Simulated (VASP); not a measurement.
Al, 1 atom in the cell. Symmetry: Im-3m, No. 229, cubic system. Conventional cell: a = 3.230 Å, b = 3.230 Å, c = 3.230 Å, α = 90.00°, β = 90.00°, γ = 90.00°. Al (site symmetry m-3m) has 14 Al at 2.80 to 3.23 Å within 3.7 Å.  This cell differs from its parent crystal: strain +0.015 along x and y, +0.015 along z.

* Program: VASP 6.6.1
* Task: single point
* Functional: r2SCAN
* Potentials or basis: VASP PAW PBE potentials, release 64 (Al)
* Cutoff: 520 eV
* k mesh: 20 × 20 × 20
* Occupations: gaussian, width 0.15 eV
* Spin: no spin polarisation
* Dipole correction: no
* Further INCAR settings: ALGO = Normal; EDIFF = 1e-06; NBANDS = 8

Potentials or basis: VASP PAW PBE potentials, release 64 (Al).

Run with:

```bash
$ cat potpaw_PBE.64/Al/POTCAR > POTCAR
$ cp INCAR.step1 INCAR
$ mpirun -np 1 vasp_std > vasp.out
$ cp INCAR.step2 INCAR
$ mpirun -np 1 vasp_std > vasp.out
```

Hardware: 1 thread of Intel(R) Xeon(R) Platinum 8488C (Sapphire Rapids), on a shared host.

Problem. Estimate the wall time of this run.

Solution. Run time: 46 s on 1 thread of Intel(R) Xeon(R) Platinum 8488C (Sapphire Rapids), on a shared host, peak memory 0.15 GiB. Counts: k points 256.
